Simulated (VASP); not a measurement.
# YZr (P-6m2) in VASP: further runs

YZr is run at these levels: LDA; tasks: single point.

All numbers are computed with VASP 6.6.1; they aren't measurements. Logs are shortened: lines on timing, memory, paths and dates and some standing lists are left out, and cuts for length are marked.

## (1) The cell of the first run

Symmetry: P-6m2, No. 187, hexagonal system. Conventional cell: a = 3.424 Å, b = 3.424 Å, c = 5.403 Å, α = 90.00°, β = 90.00°, γ = 120.00°. Within 4.4 Å of Y (site symmetry -6m2) lie 6 Zr at 3.35 Å and 6 Y at 3.42 Å. Zr (site symmetry -6m2) has 6 Y at 3.35 Å and 6 Zr at 3.42 Å within 4.4 Å.

## (2) Single point, LDA

INCAR reads:

```
PREC = Accurate
ENCUT = 500
EDIFF = 1E-6
ISMEAR = 1
SIGMA = 0.15
LREAL = F
LASPH = T
NELM = 120
ALGO = Normal
ISIF = 2
LWAVE = F
LCHARG = T
GGA = CA
LELF = T
LVHAR = T
NBANDS = 18
GGA_COMPAT = F
```

KPOINTS reads:

```
Automatic mesh
0
Gamma
  3 3 2
```

POSCAR reads:

```
YZr
1.0
    3.4235830000      0.0000000000      0.0000000000
   -1.7117915000      2.9649098500      0.0000000000
    0.0000000000      0.0000000000      5.4025870000
Y Zr
1 1
Direct
    0.6666666667      0.3333333333      0.5000000000
    0.3333333333      0.6666666667      0.0000000000
```

Potentials or basis: VASP PAW LDA potentials, release 64 (Y_sv, Zr_sv).

Started as:

```
$ cat potpaw_LDA.64/Y_sv/POTCAR potpaw_LDA.64/Zr_sv/POTCAR > POTCAR
$ mpirun -np 1 vasp_std > vasp.out
```

OUTCAR:

```text
PREC = Accurate
   ENCUT = 500
   EDIFF = 1E-6
   ISMEAR = 1
   LREAL = F
   LASPH = T
   NELM = 120
   ISIF = 2
   GGA = CA

 ion  position               nearest neighbor table
   1  0.667  0.333  0.500-   2 3.35   2 3.35   2 3.35   2 3.35   2 3.35   2 3.35
   2  0.333  0.667  0.000-   1 3.35   1 3.35   1 3.35   1 3.35   1 3.35   1 3.35

  LATTYP: Found a hexagonal cell.
 ALAT       =     3.4235830000
 C/A-ratio  =     1.5780505394

  Lattice vectors:

 A1 = (   3.4235830000,   0.0000000000,   0.0000000000)
 A2 = (  -1.7117915000,   2.9649098500,   0.0000000000)
 A3 = (   0.0000000000,   0.0000000000,   5.4025870000)

Analysis of symmetry for initial positions (statically):
=====================================================================
 Subroutine PRICEL returns:
 Original cell was already a primitive cell.

 Routine SETGRP: Setting up the symmetry group for a
 hexagonal supercell.

 Subroutine GETGRP returns: Found 12 space group operations
 (whereof 12 operations were pure point group operations)
 out of a pool of 24 trial point group operations.

The static configuration has the point symmetry D_3h.

Analysis of symmetry for dynamics (positions and initial velocities):
=====================================================================
 Subroutine PRICEL returns:
 Original cell was already a primitive cell.

 Routine SETGRP: Setting up the symmetry group for a
 hexagonal supercell.

 Subroutine GETGRP returns: Found 12 space group operations
 (whereof 12 operations were pure point group operations)
 out of a pool of 24 trial point group operations.

The dynamic configuration has the point symmetry D_3h.

 Subroutine INISYM returns: Found 12 space group operations
 (whereof 12 operations are pure point group operations),
 and found     1 'primitive' translations

----------------------------------------------------------------------------------------

                                     Primitive cell

  volume of cell :      54.8396

  direct lattice vectors                    reciprocal lattice vectors
     3.423583000  0.000000000  0.000000000     0.292091648  0.168639192  0.000000000
    -1.711791500  2.964909850  0.000000000     0.000000000  0.337278383  0.000000000
     0.000000000  0.000000000  5.402587000     0.000000000  0.000000000  0.185096510

  length of vectors
     3.423583000  3.423583000  5.402587000     0.337278383  0.337278383  0.185096510

  position of ions in fractional coordinates (direct lattice)
     0.666666667  0.333333333  0.500000000
     0.333333333  0.666666667  0.000000000

  ion indices of the primitive-cell ions
   primitive index   ion index
                 1           1
                 2           2

----------------------------------------------------------------------------------------

 KPOINTS: Automatic mesh

Automatic generation of k-mesh.
 Grid dimensions read from file:
 generate k-points for:    3    3    2

 Generating k-lattice:

  Cartesian coordinates                     Fractional coordinates (reciprocal lattice)
     0.097363883  0.056213064  0.000000000     0.333333333  0.000000000  0.000000000
     0.000000000  0.112426128  0.000000000     0.000000000  0.333333333  0.000000000
     0.000000000  0.000000000  0.092548255     0.000000000  0.000000000  0.500000000

  Length of vectors
     0.112426128  0.112426128  0.092548255

  Shift w.r.t. Gamma in fractional coordinates (k-lattice)
     0.000000000  0.000000000  0.000000000

 Subroutine IBZKPT returns following result:
 ===========================================

 Found      6 irreducible k-points:

 Following reciprocal coordinates:
            Coordinates               Weight
  0.000000  0.000000  0.000000      1.000000
  0.333333 -0.000000  0.000000      6.000000
  0.333333  0.333333  0.000000      2.000000
  0.000000  0.000000  0.500000      1.000000
  0.333333 -0.000000  0.500000      6.000000
  0.333333  0.333333  0.500000      2.000000
   k-points           NKPTS =      6   k-points in BZ     NKDIM =      6   number of bands    NBANDS=     18
   number of dos      NEDOS =    301   number of ions     NIONS =      2
   total plane-waves  NPLWV =  31360
   dimension x,y,z NGX =    28 NGY =   28 NGZ =   40
   dimension x,y,z NGXF=    56 NGYF=   56 NGZF=   80
   ions per type =               1   1
   NGX,Y,Z   is equivalent  to a cutoff of  13.60, 13.60, 12.31 a.u.
   NGXF,Y,Z  is equivalent  to a cutoff of  27.19, 27.19, 24.62 a.u.
 SYSTEM =  unknown system
   PREC   = accura    normal or accurate (medium, high low for compatibility)
   ISTART =      0    job   : 0-new  1-cont  2-samecut
   ICHARG =      2    charge: 1-file 2-atom 10-const
   ISPIN  =      1    spin polarized calculation?
   LNONCOLLINEAR =      F non collinear calculations
   LSORBIT =      F    spin-orbit coupling
   LASPH  =      T    aspherical Exc in radial PAW
   ENCUT  =  500.0 eV  36.75 Ry    6.06 a.u.   6.24  6.24  9.85*2*pi/ulx,y,z
   NELM   =    120;   NELMIN=  2; NELMDL= -5     # of ELM steps
   EDIFF  = 0.1E-05   stopping-criterion for ELM
   LREAL  =      F    real-space projection
   EDIFFG = 0.1E-04   stopping-criterion for IOM
   NSW    =      0    number of steps for IOM
   IBRION =     -1    ionic relax: 0-MD 1-quasi-New 2-CG
   NFREE  =      0    steps in history (QN), initial steepest desc. (CG)
   ISIF   =      2    stress and relaxation
   ISYM   =      2    0-nonsym 1-usesym 2-fastsym
   POTIM  = 0.5000    time-step for ionic-motion
   TEBEG  =    0.0;   TEEND  =   0.0 temperature during run
   PSTRESS=    0.0 pullay stress
   NELECT =      23.0000    total number of electrons
   NUPDOWN=      -1.0000    fix difference up-down
   EMIN   =  10.00;   EMAX   =-10.00  energy-range for DOS
   EFERMI =   0.00;   METHOD = LEGACY
   ISMEAR =     1;   SIGMA  =   0.15  broadening in eV -4-tet -1-fermi 0-gaus
   EFERMI_NEDOS =   21; number of points for ismear=-14 and -15
   IALGO  =     38    algorithm
   IMIX   =      4    mixing-type and parameters
     AMIX     =   0.40;   BMIX     =  1.00
     AMIX_MAG =   1.60;   BMIX_MAG =  1.00
  volume/ion in A,a.u.               =      27.42       185.04
  Fermi-wavevector in a.u.,A,eV,Ry     =   1.225423  2.315714 20.431349  1.501662
  Thomas-Fermi vector in A             =   2.360462
   LORBIT       =      0    0 simple, 1 ext, 2 COOP (PROOUT), +10 PAW based schemes
   GGA     = CA    functional components
   LHFCALC =     F    Hartree Fock is set to
   AEXX    =    0.0000 exact exchange contribution
   IVDW    =     0    specifies the selected vdW correction
   LEPSILON=     F    determine dielectric tensor
   LRPA    =     F    only Hartree local field effects (RPA)
 non-spin polarized calculation
 Methfessel and Paxton  Order N= 1 SIGMA  =   0.15
  energy-cutoff  :      500.00
  volume of cell :       54.84
 maximum number of plane-waves:      1412
 NGX is ok and might be reduce to    28
   NGX = 13   NGY = 13   NGZ = 19

 number of electron      22.9999999 magnetization

 Free energy of the ion-electron system (eV)
  ---------------------------------------------------
  ext. energy  EPLUGINS =         0.00000000
  ---------------------------------------------------
  free energy    TOTEN  =       -15.93463792 eV

  energy without entropy =      -15.90986880  energy(sigma->0) =      -15.92638155

 E-fermi :   5.2912     XC(G=0): -10.4669

 val. band max:        5.2528711453   @ k =   0.3333  -0.0000   0.0000
 cond. band min:       5.3005148623   @ k =   0.3333  -0.0000   0.5000
 fundamental gap:      0.0476437170
 Fermi energy:         5.2912036893

 k-point     1 :       0.0000    0.0000    0.0000
  band No.  band energies     occupation
      1     -43.2853      2.00000
      2     -36.6365      2.00000
      3     -21.5045      2.00000
      4     -21.2169      2.00000
      5     -21.2169      2.00000
      6     -16.7487      2.00000
[... 10 lines left out ...]
     17       7.6787     -0.00000
     18       7.6787     -0.00000

 k-point     2 :       0.3333   -0.0000    0.0000
  band No.  band energies     occupation
      1     -43.2542      2.00000
      2     -36.5769      2.00000
      3     -21.5126      2.00000
      4     -21.4450      2.00000
      5     -21.2878      2.00000
      6     -16.9787      2.00000
[... 10 lines left out ...]
     17       9.1279      0.00000
     18      10.0214      0.00000

 k-point     3 :       0.3333    0.3333    0.0000
  band No.  band energies     occupation
      1     -43.2385      2.00000
      2     -36.5468      2.00000
      3     -21.4924      2.00000
      4     -21.4913      2.00000
      5     -21.4152      2.00000
      6     -16.9431      2.00000
[... 10 lines left out ...]
     17      10.0323      0.00000
     18      10.3474      0.00000

 k-point     4 :       0.0000    0.0000    0.5000
  band No.  band energies     occupation
      1     -43.2851      2.00000
      2     -36.6377      2.00000
      3     -21.4792      2.00000
      4     -21.2164      2.00000
      5     -21.2164      2.00000
      6     -16.8031      2.00000
[... 10 lines left out ...]
     17       9.1407      0.00000
     18       9.1407      0.00000

 k-point     5 :       0.3333   -0.0000    0.5000
  band No.  band energies     occupation
      1     -43.2541      2.00000
      2     -36.5772      2.00000
      3     -21.5181      2.00000
      4     -21.4431      2.00000
      5     -21.2868      2.00000
      6     -16.9661      2.00000
[... 10 lines left out ...]
     17       9.6040      0.00000
     18      10.0877      0.00000

 k-point     6 :       0.3333    0.3333    0.5000
  band No.  band energies     occupation
      1     -43.2385      2.00000
      2     -36.5467      2.00000
      3     -21.5010      2.00000
      4     -21.4891      2.00000
      5     -21.4246      2.00000
      6     -16.9351      2.00000
[... 10 lines left out ...]
     17       9.3835      0.00000
     18      10.4611      0.00000

------------------------ aborting loop because EDIFF is reached ----------------------------------------

  FORCE on cell =-STRESS in cart. coord.  units (eV):
  Direction    XX          YY          ZZ          XY          YZ          ZX
  --------------------------------------------------------------------------------------
  -------------------------------------------------------------------------------------
  Total       -2.3179068     -2.3179068     -2.1823773      0.0000000      0.0000000      0.0000000
  in kB      -67.7192950    -67.7192950    -63.7597044      0.0000000      0.0000000      0.0000000
  external PRESSURE =     -66.3994315 kB  Pullay stress =       0.0000000 kB

 VOLUME and BASIS-vectors are now :
 -----------------------------------------------------------------------------
  energy-cutoff  :      500.00
  volume of cell :       54.84
      direct lattice vectors                 reciprocal lattice vectors
     3.423583000  0.000000000  0.000000000     0.292091648  0.168639192  0.000000000
    -1.711791500  2.964909850  0.000000000     0.000000000  0.337278383  0.000000000
     0.000000000  0.000000000  5.402587000     0.000000000  0.000000000  0.185096510

 POSITION                                       TOTAL-FORCE (eV/Angst)
 -----------------------------------------------------------------------------------
      1.71179      0.98830      2.70129        -0.000000      0.000000      0.000000
     -0.00000      1.97661      0.00000         0.000000     -0.000000      0.000000
 -----------------------------------------------------------------------------------
    total drift:                                0.000000     -0.000000     -0.000000

  FREE ENERGIE OF THE ION-ELECTRON SYSTEM (eV)
  ---------------------------------------------------
  free  energy   TOTEN  =       -15.9346379227 eV

  energy  without entropy=      -15.9098687977  energy(sigma->0) =      -15.92638155
```

Wall time 4.3 s (1 thread of Intel Xeon 6975P-C (Granite Rapids), shared host); peak memory 0.16 GiB.

What came out:

```
Free energy            : -15.9346 eV
Pressure               : -6.6 GPa
Band gap on the k mesh : zero (an odd number of electrons rules out a gap without spin polarisation)
```

Caveat: the k points lie up to 0.71 Å⁻¹ apart, too coarse for converged energies and pressures of a metal.

(Part 1 of 2 ends here.)
